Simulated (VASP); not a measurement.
## AlAs (series): single point with PBE

Crystal: AlAs (series).

```
Al As
1.0
     0.00000    2.83040    2.83040
     2.83040    0.00000    2.83040
     2.83040    2.83040    0.00000
Al As
1 1
Direct
  0.00000 0.00000 0.00000
  0.25000 0.25000 0.25000
```

- Program: VASP 6.6.1
- Task: single point
- Functional: PBE
- Potentials or basis: VASP PAW PBE potentials, release 64 (Al, As)
- Cutoff: 500 eV
- k mesh: 4 × 4 × 4
- Occupations: gaussian, width 0.02 eV
- Spin: no spin polarisation
- Dipole correction: no
- Further INCAR settings: ALGO = Normal; EDIFF = 1e-06; NBANDS = 11

```yaml
Pressure: 3.1 GPa
Band_gap_on_the_k_mesh: 1.41 eV, indirect (least direct gap 2.05 eV)
```

Levels at points of the mesh, in eV from the valence-band top:
```
           k point  band 2  band 3  band 4  band 5  band 6  band 7
(0.00, 0.00, 0.00)    0.00    0.00    0.00    2.05    4.26    4.26
(0.50, 0.00, 0.00)   -5.59   -0.83   -0.83    2.13    4.65    4.65
(0.50, 0.50, 0.00)   -5.45   -2.18   -2.18    1.41    2.27   10.32
```

Wall time 3.7 s on 1 thread of Intel(R) Xeon(R) 6975P-C (Granite Rapids), with other jobs on the host, peak memory 0.15 GiB.

Caveat: the k points lie up to 0.48 Å⁻¹ apart. A k mesh can miss the band edges.
